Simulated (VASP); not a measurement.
Wanted: the native input for a VASP 6.6.1 run.

| Property | Result |
| --- | --- |
| Task | single point |
| Functional | PBEsol |
| Potentials or basis | VASP PAW PBE potentials, release 64 (Ti_sv, O) |
| Cutoff | 520 eV |
| k mesh | 12 × 12 × 12 |
| Occupations | gaussian, width 0.1 eV |
| Spin | no spin polarisation |
| Dipole correction | no |
| Further INCAR settings | ALGO = Normal; EDIFF = 1e-07; NBANDS = 39 |

The structure of Ti3O4 lies in POSCAR:

```
Ti3O4
1.0
   -2.0659088900      2.0659088900      4.0891339800
    2.0659088900     -2.0659088900      4.0891339800
    2.0659088900      2.0659088900     -4.0891339800
Ti O
3 4
Direct
    0.2500000000      0.7500000000      0.5000000000
    0.5000000000      0.5000000000      0.0000000000
    0.7500000000      0.2500000000      0.5000000000
    0.0000000000      0.5000000000      0.5000000000
    0.2441151400      0.2441151400      0.0000000000
    0.5000000000      0.0000000000      0.5000000000
    0.7558848600      0.7558848600      0.0000000000
```

These files were run (other wordings do the same):

INCAR

```
ALGO = Normal ; EDIFF = 1E-7
ENCUT = 520 ; GGA = PS
ISIF = 2 ; ISMEAR = 0
LASPH = True ; LCHARG = False
LREAL = False ; LWAVE = False
NBANDS = 39 ; NELM = 80
PREC = Accurate ; SIGMA = 0.1
```

KPOINTS

```
k-points
0
Gamma
  12 12 12
```

Potentials or basis: VASP PAW PBE potentials, release 64 (Ti_sv, O).

The run is started by

```bash
$ cat potpaw_PBE.64/Ti_sv/POTCAR potpaw_PBE.64/O/POTCAR > POTCAR
$ mpirun -np 1 vasp_std > vasp.out
```

It gave:

```
Pressure               : -5.0 GPa
Largest force          : 0.022 eV/Å
Band gap on the k mesh : zero (bands 30 and 31 overlap by 3.49 eV)
```

Caveat: the cell stands under tension; the PAW data sets were made with another functional, which shifts forces and pressure a little; semilocal functionals often make such compounds metallic where correlation or magnetic order opens a gap, which also shifts bond lengths.

It took 9.4 min on 1 thread of AMD EPYC 9R45 96-Core Processor (Zen 5), on a shared host, peak memory 0.44 GiB.
